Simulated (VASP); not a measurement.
A run of VASP 6.6.1 is set up as follows.

INCAR

```
SYSTEM = TaN
PREC = Accurate
ENCUT = 520
EDIFF = 1E-7
ISMEAR = 0
SIGMA = 0.1
LREAL = .FALSE.
LASPH = .TRUE.
NELM = 150
ALGO = Normal
ISIF = 2
LWAVE = .FALSE.
LCHARG = .FALSE.
ISPIN = 2
MAGMOM = 1 1 0 0
LORBIT = 11
LMAXMIX = 4
GGA = PE
NBANDS = 28
```

File KPOINTS:

```
Automatic mesh
0
G
  6 4 6
  0 0 0
```

POSCAR

```
TaN
1.0
    3.0570429038      0.0000000000      0.0000000000
    0.0000000000      4.3042768714      0.0000000000
    0.0000000000      0.0000000000      3.2892078218
Ta N
2 2
Direct
    0.5000000000      0.5000000000      0.6974532215
    0.0000000000      0.0000000000      0.3025467785
    0.0000000000      0.5000000000      0.2035173163
    0.5000000000      0.0000000000      0.7964826837
```

Potentials or basis: VASP PAW PBE potentials, release 64 (Ta_pv, N).

Run with:

```bash
$ cat potpaw_PBE.64/Ta_pv/POTCAR potpaw_PBE.64/N/POTCAR > POTCAR
$ mpirun -np 1 vasp_std > vasp.out
```

(1) Estimate the net moment.

(2) Predict the pressure.

(3) What does it give for the band gap on the k mesh?

(4) What does it give for the largest force?

## Answers

(1) 0.00 μB per cell.

(2) 0.6 GPa.

(3) zero (filled and empty bands overlap).

(4) 0.018 eV/Å.

Caveat: the k points lie up to 0.36 Å⁻¹ apart, too coarse for converged energies and pressures of a metal; spin-orbit coupling is left out, which moves the levels of the heavy elements.
